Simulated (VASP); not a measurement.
# W2N (P-3m1) in VASP: further runs

The runs below take W2N through single point, with PBEsol.

Program: VASP 6.6.1. These are calculated values, not measurements. Logs are shortened: lines on timing, memory, paths and dates and some standing lists are left out, and cuts for length are marked.

## (1) The cell of the first run

It takes space group P-3m1 (No. 164, trigonal). Conventional cell: a = 3.027 Å, b = 3.027 Å, c = 16.056 Å, α = 90.00°, β = 90.00°, γ = 120.00°. W (site symmetry 3m) has 3 N at 2.12 Å and 1 W at 2.44 Å within 2.8 Å. Within 2.5 Å of W (site symmetry 3m) lie 1 N at 1.80 Å and 1 W at 2.49 Å. Within 2.9 Å of W (site symmetry 3m) lie 3 N at 2.19 Å and 1 W at 2.49 Å. Within 2.9 Å of N (site symmetry -3m) lie 6 W at 2.19 Å. N (site symmetry 3m) has 4 W at 1.80 to 2.12 Å within 2.4 Å.

## (2) Single point, PBEsol (strain +0.080 along x and y, -0.080 along z)

Contents of INCAR:

```
  PREC = Accurate
  ENCUT = 520
  EDIFF = 1E-6
  ISMEAR = 0
  SIGMA = 0.15
  LREAL = False
  LASPH = True
  NELM = 60
  ALGO = Normal
  ISIF = 2
  LWAVE = False
  LCHARG = False
  GGA = PS
  NBANDS = 60
```

Contents of KPOINTS:

```
regular mesh
0
Gamma
  18 18 4
```

Contents of POSCAR:

```
W2N
1.0
    3.0266614596      0.0000000000      0.0000000000
   -1.5133307298      2.6211657126      0.0000000000
    0.0000000000      0.0000000000     16.0555490960
W N
6 3
Direct
    0.0000000000      0.0000000000      0.0759303595
    0.0000000000      0.0000000000      0.9240696405
    0.3333333333      0.6666666667      0.2625177070
    0.6666666667      0.3333333333      0.7374822930
    0.3333333333      0.6666666667      0.4176067740
    0.6666666667      0.3333333333      0.5823932260
    0.0000000000      0.0000000000      0.5000000000
    0.3333333333      0.6666666667      0.1506839325
    0.6666666667      0.3333333333      0.8493160675
```

Potentials or basis: VASP PAW PBE potentials, release 64 (W_sv, N).

Command:

```sh
> cat potpaw_PBE.64/W_sv/POTCAR potpaw_PBE.64/N/POTCAR > POTCAR
> mpirun -np 1 vasp_std > vasp.out
```

OUTCAR:

```text
PREC = Accurate
   ENCUT = 520
   EDIFF = 1E-6
   ISMEAR = 0
   LREAL = False
   LASPH = True
   NELM = 60
   ISIF = 2
   GGA = PS

 ion  position               nearest neighbor table
   1  0.000  0.000  0.076-   8 2.12   8 2.12   8 2.12   2 2.44   3 3.47   3 3.47   3 3.47
   2  0.000  0.000  0.924-   9 2.12   9 2.12   9 2.12   1 2.44   4 3.47   4 3.47   4 3.47
   3  0.333  0.667  0.263-   8 1.80   5 2.49   1 3.47   1 3.47   1 3.47
   4  0.667  0.333  0.737-   9 1.80   6 2.49   2 3.47   2 3.47   2 3.47
   5  0.333  0.667  0.418-   7 2.19   7 2.19   7 2.19   3 2.49   6 3.17   6 3.17   6 3.17
   6  0.667  0.333  0.582-   7 2.19   7 2.19   7 2.19   4 2.49   5 3.17   5 3.17   5 3.17
   7  0.000  0.000  0.500-   5 2.19   6 2.19   5 2.19   6 2.19   6 2.19   5 2.19
   8  0.333  0.667  0.151-   3 1.80   1 2.12   1 2.12   1 2.12
   9  0.667  0.333  0.849-   4 1.80   2 2.12   2 2.12   2 2.12

  LATTYP: Found a hexagonal cell.
 ALAT       =     3.0266614596
 C/A-ratio  =     5.3047059641

  Lattice vectors:

 A1 = (   3.0266614596,   0.0000000000,   0.0000000000)
 A2 = (  -1.5133307298,   2.6211657126,   0.0000000000)
 A3 = (   0.0000000000,   0.0000000000,  16.0555490960)

Analysis of symmetry for initial positions (statically):
=====================================================================
 Subroutine PRICEL returns:
 Original cell was already a primitive cell.

 Routine SETGRP: Setting up the symmetry group for a
 hexagonal supercell.

 Subroutine GETGRP returns: Found 12 space group operations
 (whereof 12 operations were pure point group operations)
 out of a pool of 24 trial point group operations.

The static configuration has the point symmetry D_3d.

Analysis of symmetry for dynamics (positions and initial velocities):
=====================================================================
 Subroutine PRICEL returns:
 Original cell was already a primitive cell.

 Routine SETGRP: Setting up the symmetry group for a
 hexagonal supercell.

 Subroutine GETGRP returns: Found 12 space group operations
 (whereof 12 operations were pure point group operations)
 out of a pool of 24 trial point group operations.

The dynamic configuration has the point symmetry D_3d.

 Subroutine INISYM returns: Found 12 space group operations
 (whereof 12 operations are pure point group operations),
 and found     1 'primitive' translations

----------------------------------------------------------------------------------------

                                     Primitive cell

  volume of cell :     127.3748

  direct lattice vectors                    reciprocal lattice vectors
     3.026661460  0.000000000  0.000000000     0.330397044  0.190754822  0.000000000
    -1.513330730  2.621165713  0.000000000     0.000000000  0.381509645  0.000000000
     0.000000000  0.000000000 16.055549096     0.000000000  0.000000000  0.062283762

  length of vectors
     3.026661460  3.026661460 16.055549096     0.381509645  0.381509645  0.062283762

  position of ions in fractional coordinates (direct lattice)
     0.000000000  0.000000000  0.075930359
     0.000000000  0.000000000  0.924069641
     0.333333333  0.666666667  0.262517707
     0.666666667  0.333333333  0.737482293
     0.333333333  0.666666667  0.417606774
     0.666666667  0.333333333  0.582393226
     0.000000000  0.000000000  0.500000000
     0.333333333  0.666666667  0.150683933
     0.666666667  0.333333333  0.849316067

  ion indices of the primitive-cell ions
   primitive index   ion index
                 1           1
                 2           2
                 3           3
                 4           4
                 5           5
                 6           6
                 7           7
                 8           8
                 9           9

----------------------------------------------------------------------------------------

 KPOINTS: regular mesh

Automatic generation of k-mesh.
 Grid dimensions read from file:
 generate k-points for:   18   18    4

 Generating k-lattice:

  Cartesian coordinates                     Fractional coordinates (reciprocal lattice)
     0.018355391  0.010597490  0.000000000     0.055555556 -0.000000000  0.000000000
     0.000000000  0.021194980  0.000000000     0.000000000  0.055555556  0.000000000
     0.000000000  0.000000000  0.015570941     0.000000000  0.000000000  0.250000000

  Length of vectors
     0.021194980  0.021194980  0.015570941

  Shift w.r.t. Gamma in fractional coordinates (k-lattice)
     0.000000000  0.000000000  0.000000000

 Subroutine IBZKPT returns following result:
 ===========================================

 Found    138 irreducible k-points:

 Following reciprocal coordinates:
            Coordinates               Weight
  0.000000  0.000000  0.000000      1.000000
  0.055556  0.000000  0.000000      6.000000
  0.111111  0.000000  0.000000      6.000000
  0.166667 -0.000000  0.000000      6.000000
  0.222222 -0.000000  0.000000      6.000000
  0.277778  0.000000  0.000000      6.000000
[... 16 lines left out ...]
  0.333333  0.111111  0.000000     12.000000
  0.388889  0.111111  0.000000     12.000000
 [... further k-points ...]
   k-points           NKPTS =    138   k-points in BZ     NKDIM =    138   number of bands    NBANDS=     60
   number of dos      NEDOS =    301   number of ions     NIONS =      9
   total plane-waves  NPLWV =  69120
   dimension x,y,z NGX =    24 NGY =   24 NGZ =  120
   dimension x,y,z NGXF=    48 NGYF=   48 NGZF=  240
   ions per type =               6   3
   NGX,Y,Z   is equivalent  to a cutoff of  13.18, 13.18, 12.43 a.u.
   NGXF,Y,Z  is equivalent  to a cutoff of  26.37, 26.37, 24.85 a.u.
 SYSTEM =  unknown system
   PREC   = accura    normal or accurate (medium, high low for compatibility)
   ISTART =      0    job   : 0-new  1-cont  2-samecut
   ICHARG =      2    charge: 1-file 2-atom 10-const
   ISPIN  =      1    spin polarized calculation?
   LNONCOLLINEAR =      F non collinear calculations
   LSORBIT =      F    spin-orbit coupling
   LASPH  =      T    aspherical Exc in radial PAW
   ENCUT  =  520.0 eV  38.22 Ry    6.18 a.u.   5.63  5.63 29.85*2*pi/ulx,y,z
   NELM   =     60;   NELMIN=  2; NELMDL= -5     # of ELM steps
   EDIFF  = 0.1E-05   stopping-criterion for ELM
   LREAL  =      F    real-space projection
   EDIFFG = 0.1E-04   stopping-criterion for IOM
   NSW    =      0    number of steps for IOM
   IBRION =     -1    ionic relax: 0-MD 1-quasi-New 2-CG
   NFREE  =      0    steps in history (QN), initial steepest desc. (CG)
   ISIF   =      2    stress and relaxation
   ISYM   =      2    0-nonsym 1-usesym 2-fastsym
   POTIM  = 0.5000    time-step for ionic-motion
   TEBEG  =    0.0;   TEEND  =   0.0 temperature during run
   PSTRESS=    0.0 pullay stress
   NELECT =      99.0000    total number of electrons
   NUPDOWN=      -1.0000    fix difference up-down
   EMIN   =  10.00;   EMAX   =-10.00  energy-range for DOS
   EFERMI =   0.00;   METHOD = LEGACY
   ISMEAR =     0;   SIGMA  =   0.15  broadening in eV -4-tet -1-fermi 0-gaus
   EFERMI_NEDOS =   21; number of points for ismear=-14 and -15
   IALGO  =     38    algorithm
   IMIX   =      4    mixing-type and parameters
     AMIX     =   0.40;   BMIX     =  1.00
     AMIX_MAG =   1.60;   BMIX_MAG =  1.00
  volume/ion in A,a.u.               =      14.15        95.51
  Fermi-wavevector in a.u.,A,eV,Ry     =   1.505193  2.844402 30.825423  2.265605
  Thomas-Fermi vector in A             =   2.616073
   LORBIT       =      0    0 simple, 1 ext, 2 COOP (PROOUT), +10 PAW based schemes
   GGA     = PS    functional components
   LHFCALC =     F    Hartree Fock is set to
   AEXX    =    0.0000 exact exchange contribution
   IVDW    =     0    specifies the selected vdW correction
   LEPSILON=     F    determine dielectric tensor
   LRPA    =     F    only Hartree local field effects (RPA)
 non-spin polarized calculation
 Gauss-broadening in eV      SIGMA  =   0.15
  energy-cutoff  :      520.00
  volume of cell :      127.37
 maximum number of plane-waves:      3491
 NGX is ok and might be reduce to    24
   NGX = 11   NGY = 11   NGZ = 59

 number of electron      98.9999980 magnetization

 Free energy of the ion-electron system (eV)
  ---------------------------------------------------
  ext. energy  EPLUGINS =         0.00000000
  ---------------------------------------------------
  free energy    TOTEN  =      -102.19672699 eV

  energy without entropy =     -102.09512603  energy(sigma->0) =     -102.14592651

 E-fermi :   9.3816     XC(G=0): -12.9284

 val. band max:        9.3808184317   @ k =   0.4444  -0.0000   0.0000
 cond. band min:       9.3822608215   @ k =   0.1667   0.0556   0.0000
 fundamental gap:      0.0014423898
 Fermi energy:         9.3816106136

 k-point     1 :       0.0000    0.0000    0.0000
  band No.  band energies     occupation
      1     -65.0311      2.00000
      2     -65.0175      2.00000
      3     -65.0012      2.00000
      4     -64.8878      2.00000
      5     -64.7740      2.00000
      6     -64.7735      2.00000
[... 52 lines left out ...]
     59      10.1726      0.00000
     60      10.6764      0.00000

 k-point     2 :       0.0556    0.0000    0.0000
  band No.  band energies     occupation
      1     -65.0300      2.00000
      2     -65.0166      2.00000
      3     -65.0001      2.00000
      4     -64.8868      2.00000
      5     -64.7731      2.00000
      6     -64.7726      2.00000
[... 52 lines left out ...]
     59      10.3195      0.00000
     60      10.6850      0.00000

 k-point     3 :       0.1111    0.0000    0.0000
  band No.  band energies     occupation
      1     -65.0268      2.00000
      2     -65.0139      2.00000
      3     -64.9972      2.00000
      4     -64.8840      2.00000
      5     -64.7704      2.00000
      6     -64.7699      2.00000
[... 1312 lines left out ...]
     59      12.3961      0.00000
     60      12.5690      0.00000

 k-point    24 :       0.3889    0.1111    0.0000
  band No.  band energies     occupation
      1     -64.9932      2.00000
      2     -64.9888      2.00000
      3     -64.9670      2.00000
      4     -64.8546      2.00000
      5     -64.7429      2.00000
      6     -64.7428      2.00000
[... 52 lines left out ...]
     59      12.6056      0.00000
     60      12.8601      0.00000

 [... further k-points ...]

------------------------ aborting loop because EDIFF is reached ----------------------------------------

  FORCE on cell =-STRESS in cart. coord.  units (eV):
  Direction    XX          YY          ZZ          XY          YZ          ZX
  --------------------------------------------------------------------------------------
  -------------------------------------------------------------------------------------
  Total      -18.6334676    -18.6334676     22.8955795      0.0000000     -0.0000000      0.0000000
  in kB     -234.3801229   -234.3801228    287.9908797      0.0000000     -0.0000000      0.0000000
  external PRESSURE =     -60.2564553 kB  Pullay stress =       0.0000000 kB

 VOLUME and BASIS-vectors are now :
 -----------------------------------------------------------------------------
  energy-cutoff  :      520.00
  volume of cell :      127.37
      direct lattice vectors                 reciprocal lattice vectors
     3.026661460  0.000000000  0.000000000     0.330397044  0.190754822  0.000000000
    -1.513330730  2.621165713  0.000000000     0.000000000  0.381509645  0.000000000
     0.000000000  0.000000000 16.055549096     0.000000000  0.000000000  0.062283762

 POSITION                                       TOTAL-FORCE (eV/Angst)
 -----------------------------------------------------------------------------------
      0.00000      0.00000      1.21910         0.000000      0.000000      2.068646
      0.00000      0.00000     14.83645        -0.000000     -0.000000     -2.068646
     -0.00000      1.74744      4.21487        -0.000000      0.000000      2.641319
      1.51333      0.87372     11.84068         0.000000      0.000000     -2.641319
     -0.00000      1.74744      6.70491         0.000000      0.000000      2.373947
      1.51333      0.87372      9.35064        -0.000000      0.000000     -2.373947
      0.00000      0.00000      8.02777         0.000000      0.000000      0.000000
     -0.00000      1.74744      2.41931         0.000000     -0.000000     -4.997915
      1.51333      0.87372     13.63624         0.000000      0.000000      4.997915
 -----------------------------------------------------------------------------------
    total drift:                                0.000000      0.000000      0.000000

  FREE ENERGIE OF THE ION-ELECTRON SYSTEM (eV)
  ---------------------------------------------------
  free  energy   TOTEN  =      -102.1967269940 eV

  energy  without entropy=     -102.0951260267  energy(sigma->0) =     -102.14592651
```

It took 11 min on 1 thread of Intel Xeon 6975P-C (Granite Rapids), shared host; peak memory 0.77 GiB.

What came out:

```yaml
Free_energy: -102.1967 eV
Pressure: -6.0 GPa
Largest_force: 4.998 eV/Å
Band_gap_on_the_k_mesh: zero (an odd number of electrons rules out a gap without spin polarisation)
```

Forces on the atoms (eV/Å):
```
W    0.000  0.000  2.069
W    0.000  0.000 -2.069
W    0.000  0.000  2.641
W    0.000  0.000 -2.641
W    0.000  0.000  2.374
W    0.000  0.000 -2.374
N    0.000  0.000  0.000
N    0.000  0.000 -4.998
N    0.000  0.000  4.998
```

Levels at points of the mesh, in eV from the Fermi level:
```csv
k point,band 48,band 49,band 50,band 51,band 52,band 53
"(0.00, 0.00, 0.00)",-0.48,-0.48,-0.12,-0.12,-0.12,-0.12
"(0.50, 0.00, 0.00)",0.00,0.12,0.64,1.81,1.90,2.26
"(0.00, 0.00, 0.50)",-0.41,-0.41,-0.25,-0.25,-0.05,-0.05
"(0.50, 0.00, 0.50)",-0.08,0.62,0.71,1.28,1.99,2.13
```

Caveat: the cell differs from its parent crystal (strain +0.080 along x and y, -0.080 along z); the stress differs along the axes, from -23 to 29 GPa; the PAW data sets were made with another functional, which shifts forces and pressure a little; spin-orbit coupling is left out, which moves the levels of the heavy elements.

## (3) Single point, PBEsol (strain +0.000 along x and y, -0.080 along z)

Contents of INCAR:

```
PREC = Accurate
ENCUT = 520
EDIFF = 1E-6
ISMEAR = 0
SIGMA = 0.15
LREAL = F
LASPH = T
NELM = 80
ALGO = Normal
ISIF = 2
LWAVE = F
LCHARG = F
GGA = PS
NBANDS = 60
```

KPOINTS is that of step 2.

POSCAR, as its differences from that of step 2:

```diff
@@ -2,4 +2,4 @@
 1.0
-    3.0266614596      0.0000000000      0.0000000000
-   -1.5133307298      2.6211657126      0.0000000000
+    2.8024643144      0.0000000000      0.0000000000
+   -1.4012321572      2.4270052895      0.0000000000
     0.0000000000      0.0000000000     16.0555490960
```

Potentials or basis: VASP PAW PBE potentials, release 64 (W_sv, N).

Command:

```sh
> cat potpaw_PBE.64/W_sv/POTCAR potpaw_PBE.64/N/POTCAR > POTCAR
> mpirun -np 1 vasp_std > vasp.out
```

Run time: 25 min. Hardware: 1 thread of Intel Xeon 8259CL, shared host; peak memory 0.7 GiB.

The run converged. Its results:

| Item | Value |
| --- | --- |
| Free energy | -102.6893 eV |
| Pressure | 37.8 GPa |
| Largest force | 2.855 eV/Å |
| Band gap on the k mesh | zero (an odd number of electrons rules out a gap without spin polarisation) |

Forces in eV/Å, atoms in the order of the input:
```
W    0.000  0.000  0.466
W    0.000  0.000 -0.466
W    0.000  0.000  2.558
W    0.000  0.000 -2.558
W    0.000  0.000  0.284
W    0.000  0.000 -0.284
N    0.000  0.000  0.000
N    0.000  0.000 -2.855
N    0.000  0.000  2.855
```

Stress tensor (GPa, compression positive):
```
21.76  0.00  0.00
 0.00 21.76  0.00
 0.00  0.00 69.82
```

Levels at points of the mesh, in eV from the Fermi level:
| k point | band 47 | band 48 | band 49 | band 50 | band 51 | band 52 | band 53 | band 54 |
| --- | --- | --- | --- | --- | --- | --- | --- | --- |
| (0.00, 0.00, 0.00) | -0.58 | -0.46 | -0.46 | -0.45 | -0.09 | -0.09 | -0.01 | -0.01 |
| (0.50, 0.00, 0.00) | -0.34 | 0.22 | 0.54 | 0.79 | 1.54 | 1.83 | 2.71 | 2.85 |
| (0.00, 0.00, 0.50) | -0.56 | -0.47 | -0.47 | -0.34 | -0.08 | -0.08 | 0.01 | 0.01 |
| (0.50, 0.00, 0.50) | -0.21 | -0.01 | 0.75 | 1.08 | 1.64 | 1.69 | 1.82 | 3.27 |

Caveat: the cell differs from its parent crystal (strain +0.000 along x and y, -0.080 along z); the stress differs along the axes, from 22 to 70 GPa; the PAW data sets were made with another functional, which shifts forces and pressure a little; spin-orbit coupling is left out, which moves the levels of the heavy elements.
